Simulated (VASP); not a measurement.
TiGe2, 6 atoms in the cell. The structure is orthorhombic, space group Fddd (No. 70). The conventional cell has a = 5.030 Å, b = 8.594 Å, c = 8.864 Å, α = 90.00°, β = 90.00°, γ = 90.00°. Within 3.4 Å of Ti (site symmetry 222) lie 10 Ge at 2.60 to 2.95 Å and 4 Ti at 3.33 Å. Ge (site symmetry 2) has 5 Ti at 2.60 to 2.95 Å and 9 Ge at 2.60 to 3.33 Å within 3.4 Å. 

```yaml
Program: VASP 6.6.1
Task: single point
Functional: r2SCAN
Potentials_or_basis: VASP PAW PBE potentials, release 64 (Ti_sv, Ge_d)
Cutoff: 520 eV
k_mesh: 6 × 6 × 6
Occupations: gaussian, width 0.1 eV
Spin: no spin polarisation
Dipole_correction: no
Further_INCAR_settings: ALGO = Normal; EDIFF = 1e-07; NBANDS = 49
```

Potentials or basis: VASP PAW PBE potentials, release 64 (Ti_sv, Ge_d).

Run with:

```console
$ cat potpaw_PBE.64/Ti_sv/POTCAR potpaw_PBE.64/Ge_d/POTCAR > POTCAR
$ cp INCAR.step1 INCAR
$ mpirun -np 1 vasp_std > vasp.out
$ cp INCAR.step2 INCAR
$ mpirun -np 1 vasp_std > vasp.out
```

Hardware: 1 thread of Oxide Virtual Turin-like Processor, with other jobs on the host.

Q: Estimate the wall time of this run.

A: It took 36 min on 1 thread of Oxide Virtual Turin-like Processor, on a shared host, peak memory 0.36 GiB. Counts: k points 46.
